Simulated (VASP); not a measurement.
Wanted: the native input for a VASP 6.6.1 run.

* Task: single point
* Functional: PBEsol
* Potentials or basis: VASP PAW PBE potentials, release 64 (Si, O)
* Cutoff: 520 eV
* k mesh: 4 × 4 × 4
* Occupations: gaussian, width 0.05 eV
* Spin: no spin polarisation
* Dipole correction: no
* Further INCAR settings: ALGO = Normal; EDIFF = 1e-06; NBANDS = 40

The structure of Si4O7 (a cell with a defect) lies in POSCAR:

```
Si4O7
1.0
    5.0280710683      0.0000000000      0.0000000000
    0.0000000000      5.0280710683      0.0000000000
    0.0000000000      0.0000000000      7.0088699743
Si O
4 7
Direct
    0.2980688188      0.2980688188      0.0000000000
    0.2019311812      0.7980688188      0.2500000000
    0.7019311812      0.7019311812      0.5000000000
    0.7980688188      0.2019311812      0.7500000000
    0.3980464015      0.7395636083      0.4283767439
    0.7604363917      0.8980464015      0.6783767439
    0.6019535985      0.2604363917      0.9283767439
    0.7395636083      0.3980464015      0.5716232561
    0.8980464015      0.7604363917      0.3216232561
    0.2243141434      0.2030916330      0.2563698671
    0.1019535985      0.2395636083      0.8216232561
```

This cell differs from its parent crystal: atoms taken out, atom 10 moved 0.875 of the way to it and +0.675 Å across, host rigid.

The input as run:

INCAR

```
PREC = Accurate
ENCUT = 520
EDIFF = 1E-6
ISMEAR = 0
SIGMA = 0.05
LREAL = F
LASPH = T
NELM = 120
ALGO = Normal
ISIF = 2
LWAVE = F
LCHARG = F
GGA = PS
NBANDS = 40
GGA_COMPAT = F
```

KPOINTS

```
Automatic mesh
0
Gamma
  4 4 4
```

Potentials or basis: VASP PAW PBE potentials, release 64 (Si, O).

Launch:

```bash
$ cat potpaw_PBE.64/Si/POTCAR potpaw_PBE.64/O/POTCAR > POTCAR
$ mpirun -np 1 vasp_std > vasp.out
```

It gave:

The pressure is -5.1 GPa. The largest force is 5.395 eV/Å and the band gap on the k mesh is 1.95 eV.

Caveat: the cell differs from its parent crystal (atoms taken out, atom 10 moved 0.875 of the way to it and +0.675 Å across, host rigid); the PAW data sets were made with another functional, which shifts forces and pressure a little.

It took 9.3 min on 1 thread of Oxide Virtual Turin-like Processor, with other jobs on the host, peak memory 0.35 GiB.
